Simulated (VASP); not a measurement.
# Ga (Cmcm) in VASP: further runs, part 2 of 2

VASP 6.6.1.

## Step 5: Single point, LDA

This run uses another cell than the first one, of 20.18 Å³/atom.

INCAR

```
ALGO = Normal
EDIFF = 1E-6
ENCUT = 520
ISIF = 2
ISMEAR = -1
LASPH = T
LCHARG = F
LREAL = F
LWAVE = F
NBANDS = 20
NELM = 80
PREC = Accurate
SIGMA = 0.1
```

KPOINTS

```
k-points
0
Gamma
  11 11 9
```

POSCAR

```
Ga
1.0
    1.4876790736     -4.1706313339      0.0000000000
    1.4876790736      4.1706313339      0.0000000000
    0.0000000000      0.0000000000      3.2523742506
Ga
2
Direct
    0.8670000000      0.1330000000      0.2500000000
    0.1330000000      0.8670000000      0.7500000000
```

Potentials or basis: VASP PAW LDA potentials, release 64 (Ga_d).

Launch:

```
> cat potpaw_LDA.64/Ga_d/POTCAR > POTCAR
> mpirun -np 1 vasp_std > vasp.out
```

OUTCAR:

```text
EDIFF = 1E-6
   ENCUT = 520
   ISIF = 2
   ISMEAR = -1
   LASPH = T
   LREAL = F
   NELM = 80
   PREC = Accurate

 ion  position               nearest neighbor table
   1  0.867  0.133  0.250-   2 2.75   2 2.75
   2  0.133  0.867  0.750-   1 2.75   1 2.75

  LATTYP: Found a base centered orthorhombic cell.
 ALAT       =     2.9753581472
 B/A-ratio  =     2.8034482758
 C/A-ratio  =     1.0931034483

  Lattice vectors:

 A1 = (   1.4876790736,  -4.1706313339,   0.0000000000)
 A2 = (   1.4876790736,   4.1706313339,   0.0000000000)
 A3 = (   0.0000000000,   0.0000000000,   3.2523742506)

Analysis of symmetry for initial positions (statically):
=====================================================================
 Subroutine PRICEL returns:
 Original cell was already a primitive cell.

 Routine SETGRP: Setting up the symmetry group for a
 base centered orthorhombic supercell.

 Subroutine GETGRP returns: Found  8 space group operations
 (whereof  4 operations were pure point group operations)
 out of a pool of  8 trial point group operations.

The static configuration has the point symmetry C_2h.
 The point group associated with its full space group is D_2h.

Analysis of symmetry for dynamics (positions and initial velocities):
=====================================================================
 Subroutine PRICEL returns:
 Original cell was already a primitive cell.

 Routine SETGRP: Setting up the symmetry group for a
 base centered orthorhombic supercell.

 Subroutine GETGRP returns: Found  8 space group operations
 (whereof  4 operations were pure point group operations)
 out of a pool of  8 trial point group operations.

The dynamic configuration has the point symmetry C_2h.
 The point group associated with its full space group is D_2h.

 Subroutine INISYM returns: Found  8 space group operations
 (whereof  4 operations are pure point group operations),
 and found     1 'primitive' translations

----------------------------------------------------------------------------------------

                                     Primitive cell

  volume of cell :      40.3591

  direct lattice vectors                    reciprocal lattice vectors
     1.487679074 -4.170631334  0.000000000     0.336093993 -0.119885926  0.000000000
     1.487679074  4.170631334  0.000000000     0.336093993  0.119885926  0.000000000
     0.000000000  0.000000000  3.252374251     0.000000000  0.000000000  0.307467691

  length of vectors
     4.428019281  4.428019281  3.252374251     0.356835827  0.356835827  0.307467691

  position of ions in fractional coordinates (direct lattice)
     0.867000000  0.133000000  0.250000000
     0.133000000  0.867000000  0.750000000

  ion indices of the primitive-cell ions
   primitive index   ion index
                 1           1
                 2           2

----------------------------------------------------------------------------------------

 KPOINTS: k-points

Automatic generation of k-mesh.
 Grid dimensions read from file:
 generate k-points for:   11   11    9

 Generating k-lattice:

  Cartesian coordinates                     Fractional coordinates (reciprocal lattice)
     0.030553999 -0.010898721  0.000000000     0.090909091  0.000000000  0.000000000
     0.030553999  0.010898721  0.000000000     0.000000000  0.090909091  0.000000000
     0.000000000  0.000000000  0.034163077     0.000000000  0.000000000  0.111111111

  Length of vectors
     0.032439621  0.032439621  0.034163077

  Shift w.r.t. Gamma in fractional coordinates (k-lattice)
     0.000000000  0.000000000  0.000000000

 Subroutine IBZKPT returns following result:
 ===========================================

 Found    180 irreducible k-points:

 Following reciprocal coordinates:
            Coordinates               Weight
  0.000000  0.000000  0.000000      1.000000
  0.090909  0.000000  0.000000      4.000000
  0.181818  0.000000  0.000000      4.000000
  0.272727  0.000000  0.000000      4.000000
  0.363636  0.000000  0.000000      4.000000
  0.454545  0.000000  0.000000      4.000000
[... 16 lines left out ...]
 -0.272727  0.181818  0.000000      4.000000
 -0.181818  0.181818  0.000000      2.000000
 [... further k-points ...]
   k-points           NKPTS =    180   k-points in BZ     NKDIM =    180   number of bands    NBANDS=     20
   number of dos      NEDOS =    301   number of ions     NIONS =      2
   total plane-waves  NPLWV =  31104
   dimension x,y,z NGX =    36 NGY =   36 NGZ =   24
   dimension x,y,z NGXF=    72 NGYF=   72 NGZF=   48
   ions per type =               2
   NGX,Y,Z   is equivalent  to a cutoff of  13.52, 13.52, 12.27 a.u.
   NGXF,Y,Z  is equivalent  to a cutoff of  27.03, 27.03, 24.54 a.u.
 SYSTEM =  unknown system
   PREC   = accura    normal or accurate (medium, high low for compatibility)
   ISTART =      0    job   : 0-new  1-cont  2-samecut
   ICHARG =      2    charge: 1-file 2-atom 10-const
   ISPIN  =      1    spin polarized calculation?
   LNONCOLLINEAR =      F non collinear calculations
   LSORBIT =      F    spin-orbit coupling
   LASPH  =      T    aspherical Exc in radial PAW
   ENCUT  =  520.0 eV  38.22 Ry    6.18 a.u.   8.23  8.23  6.05*2*pi/ulx,y,z
   NELM   =     80;   NELMIN=  2; NELMDL= -5     # of ELM steps
   EDIFF  = 0.1E-05   stopping-criterion for ELM
   LREAL  =      F    real-space projection
   EDIFFG = 0.1E-04   stopping-criterion for IOM
   NSW    =      0    number of steps for IOM
   IBRION =     -1    ionic relax: 0-MD 1-quasi-New 2-CG
   NFREE  =      0    steps in history (QN), initial steepest desc. (CG)
   ISIF   =      2    stress and relaxation
   ISYM   =      2    0-nonsym 1-usesym 2-fastsym
   POTIM  = 0.5000    time-step for ionic-motion
   TEBEG  =    0.0;   TEEND  =   0.0 temperature during run
   PSTRESS=    0.0 pullay stress
   NELECT =      26.0000    total number of electrons
   NUPDOWN=      -1.0000    fix difference up-down
   EMIN   =  10.00;   EMAX   =-10.00  energy-range for DOS
   EFERMI =   0.00;   METHOD = LEGACY
   ISMEAR =    -1;   SIGMA  =   0.10  broadening in eV -4-tet -1-fermi 0-gaus
   EFERMI_NEDOS =   21; number of points for ismear=-14 and -15
   IALGO  =     38    algorithm
   IMIX   =      4    mixing-type and parameters
     AMIX     =   0.40;   BMIX     =  1.00
     AMIX_MAG =   1.60;   BMIX_MAG =  1.00
  volume/ion in A,a.u.               =      20.18       136.18
  Fermi-wavevector in a.u.,A,eV,Ry     =   1.413900  2.671884 27.199594  1.999114
  Thomas-Fermi vector in A             =   2.535498
   LORBIT       =      0    0 simple, 1 ext, 2 COOP (PROOUT), +10 PAW based schemes
   GGA     = CA    functional components
   LHFCALC =     F    Hartree Fock is set to
   AEXX    =    0.0000 exact exchange contribution
   IVDW    =     0    specifies the selected vdW correction
   LEPSILON=     F    determine dielectric tensor
   LRPA    =     F    only Hartree local field effects (RPA)
 non-spin polarized calculation
  energy-cutoff  :      520.00
  volume of cell :       40.36
 maximum number of plane-waves:      1106
 NGX is ok and might be reduce to    36
   NGX = 17   NGY = 17   NGZ = 13

 number of electron      26.0000015 magnetization

 Free energy of the ion-electron system (eV)
  ---------------------------------------------------
  ext. energy  EPLUGINS =         0.00000000
  ---------------------------------------------------
  free energy    TOTEN  =        -7.01834688 eV

  energy without entropy =       -6.98851515  energy(sigma->0) =       -7.00343101

 E-fermi :   4.6346     XC(G=0): -10.9448

 val. band max:        4.5993589306   @ k =   0.2727   0.0909   0.2222
 cond. band min:       4.6624459554   @ k =   0.3636   0.0909   0.0000
 fundamental gap:      0.0630870248
 Fermi energy:         4.6346380186

 k-point     1 :       0.0000    0.0000    0.0000
  band No.  band energies     occupation
      1     -10.4679      2.00000
      2     -10.4568      2.00000
      3     -10.3962      2.00000
      4     -10.3769      2.00000
      5     -10.2266      2.00000
      6     -10.2152      2.00000
[... 12 lines left out ...]
     19      15.1087      0.00000
     20      16.0651      0.00000

 k-point     2 :       0.0909    0.0000    0.0000
  band No.  band energies     occupation
      1     -10.4610      2.00000
      2     -10.4524      2.00000
      3     -10.3905      2.00000
      4     -10.3534      2.00000
      5     -10.2342      2.00000
      6     -10.2235      2.00000
[... 498 lines left out ...]
 k-point    24 :      -0.1818    0.1818    0.0000
  band No.  band energies     occupation
      1     -10.4609      2.00000
      2     -10.4282      2.00000
      3     -10.4265      2.00000
      4     -10.3294      2.00000
      5     -10.2639      2.00000
      6     -10.2305      2.00000
[... 12 lines left out ...]
     19      14.3470      0.00000
     20      15.0633      0.00000

 [... further k-points ...]
[... 5 lines left out ...]
  --------------------------------------------------------------------------------------
  -------------------------------------------------------------------------------------
  Total       -1.8219074     -1.7802179     -1.3733938      0.0000000      0.0000000      0.0000000
  in kB      -72.3261439    -70.6711525    -54.5210372      0.0000000      0.0000000      0.0000000
  external PRESSURE =     -65.8394445 kB  Pullay stress =       0.0000000 kB

 VOLUME and BASIS-vectors are now :
 -----------------------------------------------------------------------------
  energy-cutoff  :      520.00
  volume of cell :       40.36
      direct lattice vectors                 reciprocal lattice vectors
     1.487679074 -4.170631334  0.000000000     0.336093993 -0.119885926  0.000000000
     1.487679074  4.170631334  0.000000000     0.336093993  0.119885926  0.000000000
     0.000000000  0.000000000  3.252374251     0.000000000  0.000000000  0.307467691

 POSITION                                       TOTAL-FORCE (eV/Angst)
 -----------------------------------------------------------------------------------
      1.48768     -3.06124      0.81309         0.000000      0.162251      0.000000
      1.48768      3.06124      2.43928         0.000000     -0.162251     -0.000000
 -----------------------------------------------------------------------------------
    total drift:                                0.000000     -0.000000     -0.000000

  FREE ENERGIE OF THE ION-ELECTRON SYSTEM (eV)
  ---------------------------------------------------
  free  energy   TOTEN  =        -7.0183468750 eV

  energy  without entropy=       -6.9885151502  energy(sigma->0) =       -7.00343101
```

stdout:

```text
POSCAR found type information on POSCAR Ga
 POSCAR found :  1 types and       2 ions
 scaLAPACK will be used
 LDA part: xc-table for (Slater(with rela. corr.)+CA(PZ))
 , standard interpolation
 POSCAR, INCAR and KPOINTS ok, starting setup
 FFT: planning ... GRIDC
 FFT: planning ... GRID_SOFT
 FFT: planning ... GRID
 WAVECAR not read
 entering main loop
```

Wall time 80 s (1 thread of AMD EPYC 9R45 (Zen 5), shared host); peak memory 0.21 GiB.

What came out:

```
Free energy            : -7.0183 eV
Pressure               : -6.6 GPa
Largest force          : 0.162 eV/Å
Band gap on the k mesh : zero (bands 13 and 14 overlap by 7.79 eV)
```

Forces on the atoms (eV/Å):
```
Ga   0.000  0.162  0.000
Ga   0.000 -0.162  0.000
```

Caveat: the cell stands under tension.

## Step 6: Summary

```csv
cell,gap on the mesh (eV),pressure (GPa),largest force (eV/Å)
"a = 4.316, b = 4.316, c = 3.170 Å, angles 90.0, 90.0, 140.7°, 2 atoms",none,-3.7,0.21
"a = 4.354, b = 4.354, c = 3.198 Å, angles 90.0, 90.0, 140.7°, 2 atoms",none,-4.9,0.19
"a = 4.391, b = 4.391, c = 3.225 Å, angles 90.0, 90.0, 140.7°, 2 atoms",none,-5.7,0.18
"a = 4.428, b = 4.428, c = 3.252 Å, angles 90.0, 90.0, 140.7°, 2 atoms",none,-6.6,0.16
```

Alike in all rows: task single point; level LDA; potentials or basis VASP PAW LDA potentials, release 64 (Ga_d); no spin polarisation; k mesh 11 × 11 × 9; cutoff (eV) 520; smearing fermi-dirac 0.1 eV.

Caveats: the cell stands under tension.

Absolute energies hang on the potentials; compare differences alone.
